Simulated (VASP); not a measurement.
Input of a VASP 6.6.1 run:

INCAR

```
SYSTEM = Sc
  PREC = Accurate
  ENCUT = 520
  EDIFF = 1E-6
  ISMEAR = -1
  SIGMA = 0.03
  LREAL = .False.
  LASPH = .True.
  NELM = 100
  ALGO = Normal
  ISIF = 2
  LWAVE = .False.
  LCHARG = .True.
  LELF = .True.
  LVHAR = .True.
  NBANDS = 18
```

The input KPOINTS:

```
Automatic mesh
0
Gamma
  13 13 7
  0 0 0
```

The input POSCAR:

```
Sc
1.0
    3.3736927629      0.0000000000      0.0000000000
   -1.6868463814      2.9217036372      0.0000000000
    0.0000000000      0.0000000000      5.3713203485
Sc
2
Direct
    0.3333333333      0.6666666667      0.2500000000
    0.6666666667      0.3333333333      0.7500000000
```

Potentials or basis: VASP PAW LDA potentials, release 64 (Sc_sv).

Run with:

```console
$ cat potpaw_LDA.64/Sc_sv/POTCAR > POTCAR
$ mpirun -np 1 vasp_std > vasp.out
```

(1) What does it give for the pressure?

(2) Estimate the band gap on the k mesh.

Results:

(1) -7.5 GPa.

(2) zero (band 11 reaches 3.74 eV, above the bottom of band 12 at 2.63 eV).
